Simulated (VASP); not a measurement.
# Co (P6_3/mmc) in VASP: a series of runs

The runs below take Co through single point, with PBEsol.

All numbers are computed with VASP 6.6.1; they aren't measurements. Logs are shortened: lines on timing, memory, paths and dates and some standing lists are left out, and cuts for length are marked.

## (1) The cell of the first run

It takes space group P6_3/mmc (No. 194, hexagonal). Conventional cell: a = 2.456 Å, b = 2.456 Å, c = 3.491 Å, α = 90.00°, β = 90.00°, γ = 120.00°. Co (site symmetry -6m2) has 12 Co at 2.25 to 2.46 Å within 3.0 Å.

## (2) Single point, PBEsol, collinear spin, ferromagnetic start

The input, INCAR:

```
SYSTEM = Co
PREC = Accurate
ENCUT = 520
EDIFF = 1E-7
ISMEAR = 0
SIGMA = 0.15
LREAL = .FALSE.
LASPH = .TRUE.
NELM = 150
ALGO = Normal
ISIF = 2
LWAVE = .FALSE.
LCHARG = .TRUE.
ISPIN = 2
MAGMOM = 1.79 1.79
LORBIT = 11
LMAXMIX = 4
GGA = PS
LELF = .TRUE.
LVHAR = .TRUE.
NBANDS = 20
```

The input, KPOINTS:

```
regular mesh
0
G
  21 21 12
  0 0 0
```

The input, POSCAR:

```
Co
1.0
    2.4555255296      0.0000000000      0.0000000000
   -1.2277627648      2.1265474882      0.0000000000
    0.0000000000      0.0000000000      3.4913000000
Co
2
Direct
    0.3333333333      0.6666666667      0.2500000000
    0.6666666667      0.3333333333      0.7500000000
```

Potentials or basis: VASP PAW PBE potentials, release 64 (Co).

Launch:

```
> cat potpaw_PBE.64/Co/POTCAR > POTCAR
> mpirun -np 1 vasp_std > vasp.out
```

OUTCAR:

```text
SYSTEM = Co
   PREC = Accurate
   ENCUT = 520
   EDIFF = 1E-7
   ISMEAR = 0
   LREAL = .FALSE.
   LASPH = .TRUE.
   NELM = 150
   ISIF = 2
   ISPIN = 2
   LORBIT = 11
   GGA = PS

 ion  position               nearest neighbor table
   1  0.333  0.667  0.250-   2 2.25   2 2.25   2 2.25   2 2.25   2 2.25   2 2.25
   2  0.667  0.333  0.750-   1 2.25   1 2.25   1 2.25   1 2.25   1 2.25   1 2.25

  LATTYP: Found a hexagonal cell.
 ALAT       =     2.4555255296
 C/A-ratio  =     1.4218137657

  Lattice vectors:

 A1 = (   2.4555255296,   0.0000000000,   0.0000000000)
 A2 = (  -1.2277627648,   2.1265474882,   0.0000000000)
 A3 = (   0.0000000000,   0.0000000000,   3.4913000000)

Analysis of symmetry for initial positions (statically):
=====================================================================
 Subroutine PRICEL returns:
 Original cell was already a primitive cell.

 Routine SETGRP: Setting up the symmetry group for a
 hexagonal supercell.

 Subroutine GETGRP returns: Found 24 space group operations
 (whereof 12 operations were pure point group operations)
 out of a pool of 24 trial point group operations.

The static configuration has the point symmetry D_3d.
 The point group associated with its full space group is D_6h.

Analysis of symmetry for dynamics (positions and initial velocities):
=====================================================================
 Subroutine PRICEL returns:
 Original cell was already a primitive cell.

 Routine SETGRP: Setting up the symmetry group for a
 hexagonal supercell.

 Subroutine GETGRP returns: Found 24 space group operations
 (whereof 12 operations were pure point group operations)
 out of a pool of 24 trial point group operations.

The dynamic configuration has the point symmetry D_3d.
 The point group associated with its full space group is D_6h.

Analysis of structural, dynamic, and magnetic symmetry:
=====================================================================
 Subroutine PRICEL returns:
 Original cell was already a primitive cell.

 Routine SETGRP: Setting up the symmetry group for a
 hexagonal supercell.

 Subroutine GETGRP returns: Found 24 space group operations
 (whereof 12 operations were pure point group operations)
 out of a pool of 24 trial point group operations.

The overall configuration has the point symmetry D_3d.
 The point group associated with its full space group is D_6h.

 Subroutine INISYM returns: Found 24 space group operations
 (whereof 12 operations are pure point group operations),
 and found     1 'primitive' translations

[... 115 lines left out ...]
  volume/ion in A,a.u.               =       9.12        61.51
  Fermi-wavevector in a.u.,A,eV,Ry     =   1.630159  3.080555 36.156394  2.657420
  Thomas-Fermi vector in A             =   2.722507
   LORBIT       =     11    0 simple, 1 ext, 2 COOP (PROOUT), +10 PAW based schemes
   GGA     = PS    functional components
   LHFCALC =     F    Hartree Fock is set to
   AEXX    =    0.0000 exact exchange contribution
   IVDW    =     0    specifies the selected vdW correction
   LEPSILON=     F    determine dielectric tensor
   LRPA    =     F    only Hartree local field effects (RPA)
 spin polarized calculation
 Gauss-broadening in eV      SIGMA  =   0.15
  energy-cutoff  :      520.00
  volume of cell :       18.23
 maximum number of plane-waves:       505
   NGX =  9   NGY =  9   NGZ = 13

 number of electron      17.9999984 magnetization       2.4282947

 Free energy of the ion-electron system (eV)
  ---------------------------------------------------
  ext. energy  EPLUGINS =         0.00000000
  ---------------------------------------------------
  free energy    TOTEN  =       -14.94791497 eV

  energy without entropy =      -14.92167742  energy(sigma->0) =      -14.93479619

 E-fermi :  12.8264     XC(G=0): -14.6337

 val. band max:       12.8251361568   @ k =   0.2857   0.0476   0.0000
 cond. band min:      12.8278162643   @ k =   0.0476  -0.0000   0.3333
 fundamental gap:      0.0026801075
 Fermi energy:        12.8264454054

 spin component 1

 k-point     1 :       0.0000    0.0000    0.0000
  band No.  band energies     occupation
      1       2.7648      1.00000
      2       6.7045      1.00000
      3       9.9220      1.00000
      4       9.9220      1.00000
      5      10.3602      1.00000
      6      10.3602      1.00000
[... 541 lines left out ...]
     19      39.4729      0.00000
     20      41.9036      0.00000

 [... further k-points ...]

 spin component 2

 k-point     1 :       0.0000    0.0000    0.0000
  band No.  band energies     occupation
      1       2.8353      1.00000
      2       7.5586      1.00000
      3      11.1726      1.00000
      4      11.1726      1.00000
      5      11.5172      1.00000
      6      11.5172      1.00000
[... 541 lines left out ...]
     19      39.6700      0.00000
     20      42.3274      0.00000

 [... further k-points ...]

------------------------ aborting loop because EDIFF is reached ----------------------------------------

  FORCE on cell =-STRESS in cart. coord.  units (eV):
  Direction    XX          YY          ZZ          XY          YZ          ZX
  --------------------------------------------------------------------------------------
  -------------------------------------------------------------------------------------
  Total        2.9616848      2.9616848      8.4659073     -0.0000000      0.0000000      0.0000000
  in kB      260.2811449    260.2811449    744.0076182     -0.0000000      0.0000000      0.0000000
  external PRESSURE =     421.5233027 kB  Pullay stress =       0.0000000 kB

 VOLUME and BASIS-vectors are now :
 -----------------------------------------------------------------------------
  energy-cutoff  :      520.00
  volume of cell :       18.23
      direct lattice vectors                 reciprocal lattice vectors
     2.455525530  0.000000000  0.000000000     0.407244799  0.235122894  0.000000000
    -1.227762765  2.126547488  0.000000000     0.000000000  0.470245788  0.000000000
     0.000000000  0.000000000  3.491300000     0.000000000  0.000000000  0.286426260

 POSITION                                       TOTAL-FORCE (eV/Angst)
 -----------------------------------------------------------------------------------
     -0.00000      1.41770      0.87282         0.000000     -0.000000      0.000000
      1.22776      0.70885      2.61848        -0.000000      0.000000      0.000000
 -----------------------------------------------------------------------------------
    total drift:                               -0.000000      0.000000     -0.000000

  FREE ENERGIE OF THE ION-ELECTRON SYSTEM (eV)
  ---------------------------------------------------
  free  energy   TOTEN  =       -14.9479149682 eV

  energy  without entropy=      -14.9216774151  energy(sigma->0) =      -14.93479619

 total charge

# of ion       s       p       d       tot
------------------------------------------
    1        0.574   0.698   7.430   8.703
    2        0.574   0.698   7.430   8.703
--------------------------------------------------
tot          1.148   1.397  14.861  17.405

 magnetization (x)

# of ion       s       p       d       tot
------------------------------------------
    1       -0.014  -0.045   1.259   1.200
    2       -0.014  -0.045   1.259   1.200
--------------------------------------------------
tot         -0.027  -0.090   2.518   2.400
```

It took 89 s on 1 thread of Intel Xeon 6975P-C (Granite Rapids), shared host; peak memory 0.27 GiB.

Results:

| Item | Value |
| --- | --- |
| Free energy | -14.9479 eV |
| Pressure | 42.2 GPa |
| Net moment | 2.43 μB per cell |
| Site moments | Co +1.20 μB |
| Valence electrons inside the program's atomic spheres | Co 8.70 |

Stress tensor (GPa, compression positive):
```
26.03  0.00  0.00
 0.00 26.03  0.00
 0.00  0.00 74.40
```

Levels at points of the mesh, in eV from the Fermi level:
Spin up:
```tsv
k point	band 6	band 7	band 8	band 9	band 10	band 11	band 12	band 13	band 14	band 15
(0.00, 0.00, 0.00)	-2.47	-2.26	-2.26	-2.08	-0.34	-0.34	1.65	10.16	21.60	24.94
(0.00, 0.00, 0.50)	-3.25	-2.73	-2.73	-0.68	-0.68	-0.68	-0.68	20.33	20.33	23.09
```
Spin down:
```csv
k point,band 5,band 6,band 7,band 8,band 9,band 10,band 11,band 12
"(0.00, 0.00, 0.00)",-1.31,-1.31,-0.94,-0.94,-0.67,0.93,0.93,1.70
"(0.00, 0.00, 0.50)",-2.06,-2.06,-1.57,-1.57,0.65,0.65,0.65,0.65
```

Caveat: the cell stands under pressure; the PAW data sets were made with another functional, which shifts forces and pressure a little.

## (3) Single point, PBEsol, collinear spin, ferromagnetic start

This run uses another cell than the first one, of 9.15 Å³/atom.

The input, INCAR:

```
PREC = Accurate ; ENCUT = 520
EDIFF = 1E-7 ; ISMEAR = 0
SIGMA = 0.15 ; LREAL = F
LASPH = T ; NELM = 150
ALGO = Fast ; ISIF = 2
LWAVE = F ; LCHARG = F
ISPIN = 2 ; MAGMOM = 1.79 1.79
LORBIT = 11 ; LMAXMIX = 4
GGA = PS ; NBANDS = 20
```

The input, KPOINTS:

```
Automatic mesh
0
Gamma
  21 21 12
```

The input, POSCAR:

```
Co
1.0
    2.4064000000      0.0000000000      0.0000000000
   -1.2032000000      2.0840035317      0.0000000000
    0.0000000000      0.0000000000      3.6500000000
Co
2
Direct
    0.3333333333      0.6666666667      0.2500000000
    0.6666666667      0.3333333333      0.7500000000
```

Potentials or basis: VASP PAW PBE potentials, release 64 (Co).

Launch:

```
> cat potpaw_PBE.64/Co/POTCAR > POTCAR
> mpirun -np 1 vasp_std > vasp.out
```

Run time: 1.9 min. Hardware: 1 thread of Intel Xeon 6975P-C (Granite Rapids), shared host; peak memory 0.27 GiB.

It converged, with:

* Free energy: -15.1554 eV
* Pressure: 39.8 GPa
* Net moment: 2.80 μB per cell
* Site moments: Co +1.38 μB
* Valence electrons inside the program's atomic spheres: Co 8.67

Stress tensor (GPa, compression positive):
```
30.60  0.00  0.00
 0.00 30.60  0.00
 0.00  0.00 58.20
```

Levels at points of the mesh, in eV from the Fermi level:
Spin up:
| k point | band 8 | band 9 | band 10 | band 11 | band 12 | band 13 |
| --- | --- | --- | --- | --- | --- | --- |
| (0.00, 0.00, 0.00) | -2.18 | -2.18 | -0.42 | -0.42 | 0.71 | 9.07 |
| (0.00, 0.00, 0.50) | -2.97 | -0.80 | -0.80 | -0.80 | -0.80 | 18.80 |
Spin down:
```csv
k point,band 4,band 5,band 6,band 7,band 8,band 9,band 10,band 11
"(0.00, 0.00, 0.00)",-1.42,-0.94,-0.84,-0.84,-0.73,-0.73,0.77,1.15
"(0.00, 0.00, 0.50)",-1.73,-1.64,-1.64,-1.64,-1.64,0.77,0.77,0.77
```

Caveat: the cell stands under pressure; the PAW data sets were made with another functional, which shifts forces and pressure a little.

## (4) Single point, PBEsol, collinear spin, ferromagnetic start

This run uses another cell than the first one, of 9.19 Å³/atom.

The input, INCAR:

```
SYSTEM = Co
  PREC = Accurate
  ENCUT = 520
  EDIFF = 1E-6
  ISMEAR = 0
  SIGMA = 0.15
  LREAL = .False.
  LASPH = .True.
  NELM = 150
  ALGO = Normal
  ISIF = 2
  LWAVE = .False.
  LCHARG = .False.
  ISPIN = 2
  MAGMOM = 1.79 1.79
  LORBIT = 11
  LMAXMIX = 4
  GGA = PS
  NBANDS = 20
```

The input, KPOINTS:

```
regular mesh
0
Gamma
  21 21 12
  0 0 0
```

The input, POSCAR:

```
Co
1.0
    2.3327000000      0.0000000000      0.0000000000
   -1.1663500000      2.0201774594      0.0000000000
    0.0000000000      0.0000000000      3.9012000000
Co
2
Direct
    0.3333333333      0.6666666667      0.2500000000
    0.6666666667      0.3333333333      0.7500000000
```

Potentials or basis: VASP PAW PBE potentials, release 64 (Co).

Launch:

```
> cat potpaw_PBE.64/Co/POTCAR > POTCAR
> mpirun -np 1 vasp_std > vasp.out
```

OUTCAR:

```text
SYSTEM = Co
   PREC = Accurate
   ENCUT = 520
   EDIFF = 1E-6
   ISMEAR = 0
   LREAL = .False.
   LASPH = .True.
   NELM = 150
   ISIF = 2
   ISPIN = 2
   LORBIT = 11
   GGA = PS

 ion  position               nearest neighbor table
   1  0.333  0.667  0.250-   2 2.37   2 2.37   2 2.37   2 2.37   2 2.37   2 2.37
   2  0.667  0.333  0.750-   1 2.37   1 2.37   1 2.37   1 2.37   1 2.37   1 2.37

  LATTYP: Found a hexagonal cell.
 ALAT       =     2.3327000000
 C/A-ratio  =     1.6723967934

  Lattice vectors:

 A1 = (   2.3327000000,   0.0000000000,   0.0000000000)
 A2 = (  -1.1663500000,   2.0201774594,   0.0000000000)
 A3 = (   0.0000000000,   0.0000000000,   3.9012000000)

Analysis of symmetry for initial positions (statically):
=====================================================================
 Subroutine PRICEL returns:
 Original cell was already a primitive cell.

 Routine SETGRP: Setting up the symmetry group for a
 hexagonal supercell.

 Subroutine GETGRP returns: Found 24 space group operations
 (whereof 12 operations were pure point group operations)
 out of a pool of 24 trial point group operations.

[... 1295 lines left out ...]
     20      42.8748      0.00000

 [... further k-points ...]

------------------------ aborting loop because EDIFF is reached ----------------------------------------

  FORCE on cell =-STRESS in cart. coord.  units (eV):
  Direction    XX          YY          ZZ          XY          YZ          ZX
  --------------------------------------------------------------------------------------
  -------------------------------------------------------------------------------------
  Total        5.0672148      5.0672148      3.0064904     -0.0000000     -0.0000000     -0.0000000
  in kB      441.6042784    441.6042784    262.0135629     -0.0000000     -0.0000000     -0.0000000
  external PRESSURE =     381.7407065 kB  Pullay stress =       0.0000000 kB

 VOLUME and BASIS-vectors are now :
 -----------------------------------------------------------------------------
  energy-cutoff  :      520.00
  volume of cell :       18.38
      direct lattice vectors                 reciprocal lattice vectors
     2.332700000  0.000000000  0.000000000     0.428687787  0.247503009  0.000000000
    -1.166350000  2.020177459  0.000000000     0.000000000  0.495006018  0.000000000
     0.000000000  0.000000000  3.901200000     0.000000000  0.000000000  0.256331385

 POSITION                                       TOTAL-FORCE (eV/Angst)
 -----------------------------------------------------------------------------------
     -0.00000      1.34678      0.97530         0.000000      0.000000      0.000000
      1.16635      0.67339      2.92590        -0.000000      0.000000      0.000000
 -----------------------------------------------------------------------------------
    total drift:                               -0.000000      0.000000     -0.000000

  FREE ENERGIE OF THE ION-ELECTRON SYSTEM (eV)
  ---------------------------------------------------
  free  energy   TOTEN  =       -15.2184334117 eV

  energy  without entropy=      -15.1977946657  energy(sigma->0) =      -15.20811404

 total charge

# of ion       s       p       d       tot
------------------------------------------
    1        0.567   0.688   7.398   8.653
    2        0.567   0.688   7.398   8.653
--------------------------------------------------
tot          1.134   1.377  14.795  17.306

 magnetization (x)

# of ion       s       p       d       tot
------------------------------------------
    1       -0.015  -0.050   1.524   1.459
    2       -0.015  -0.050   1.524   1.459
--------------------------------------------------
tot         -0.030  -0.099   3.048   2.919
```

OSZICAR:

```text
N       E                     dE             d eps       ncg     rms          rms(c)
DAV:   1     0.838617664145E+02    0.83862E+02   -0.78655E+03 28736   0.125E+03
DAV:   2    -0.127827421798E+02   -0.96645E+02   -0.86611E+02 27288   0.223E+02
DAV:   3    -0.175098519106E+02   -0.47271E+01   -0.45337E+01 30268   0.583E+01
DAV:   4    -0.175798720081E+02   -0.70020E-01   -0.69963E-01 32784   0.632E+00
DAV:   5    -0.175819255505E+02   -0.20535E-02   -0.20534E-02 31340   0.104E+00    0.192E+01
DAV:   6    -0.154830403540E+02    0.20989E+01   -0.60241E+00 31008   0.541E+01    0.565E+00
DAV:   7    -0.152614341756E+02    0.22161E+00   -0.73362E-01 33424   0.166E+01    0.409E+00
DAV:   8    -0.152311867934E+02    0.30247E-01   -0.13664E-02 39528   0.126E+00    0.232E+00
DAV:   9    -0.152183720114E+02    0.12815E-01   -0.25686E-03 41860   0.776E-01    0.527E-01
DAV:  10    -0.152182448065E+02    0.12720E-03   -0.35448E-04 33164   0.217E-01    0.213E-01
DAV:  11    -0.152184392831E+02   -0.19448E-03   -0.75704E-05 40476   0.172E-01    0.400E-02
DAV:  12    -0.152184340291E+02    0.52540E-05   -0.11351E-05 32864   0.316E-02    0.217E-02
DAV:  13    -0.152184355635E+02   -0.15344E-05   -0.16981E-06 23836   0.195E-02    0.164E-02
DAV:  14    -0.152184338217E+02    0.17418E-05   -0.40080E-07 15524   0.845E-03    0.414E-03
DAV:  15    -0.152184334117E+02    0.40998E-06   -0.61551E-08 14100   0.319E-03
   1 F= -.15218433E+02 E0= -.15208114E+02  d E =-.206387E-01  mag=     2.9486
```

It took 98 s on 1 thread of Intel Xeon 6975P-C (Granite Rapids), shared host; peak memory 0.28 GiB.

Results:

- Free energy: -15.2184 eV
- Pressure: 38.2 GPa
- Net moment: 2.95 μB per cell
- Site moments: Co +1.46 μB
- Valence electrons inside the program's atomic spheres: Co 8.65

Levels at points of the mesh, in eV from the Fermi level:
Spin up:
```
           k point  band 6  band 7  band 8  band 9  band 10  band 11  band 12  band 13  band 14  band 15
(0.00, 0.00, 0.00)   -2.44   -2.44   -1.80   -1.80    -0.63    -0.53    -0.53     7.45    23.78    26.17
(0.00, 0.00, 0.50)   -2.84   -2.84   -2.84   -0.92    -0.92    -0.92    -0.92    16.09    16.09    24.59
```
Spin down:
| k point | band 3 | band 4 | band 5 | band 6 | band 7 | band 8 | band 9 | band 10 | band 11 | band 12 |
| --- | --- | --- | --- | --- | --- | --- | --- | --- | --- | --- |
| (0.00, 0.00, 0.00) | -1.61 | -1.33 | -1.33 | -0.92 | -0.92 | -0.56 | -0.17 | -0.17 | 1.20 | 1.20 |
| (0.00, 0.00, 0.50) | -2.19 | -2.19 | -1.37 | -1.37 | -1.37 | -1.37 | 0.78 | 0.78 | 0.78 | 0.78 |

Caveat: the cell stands under pressure; the PAW data sets were made with another functional, which shifts forces and pressure a little.

(Continued in part 2 of 2.)
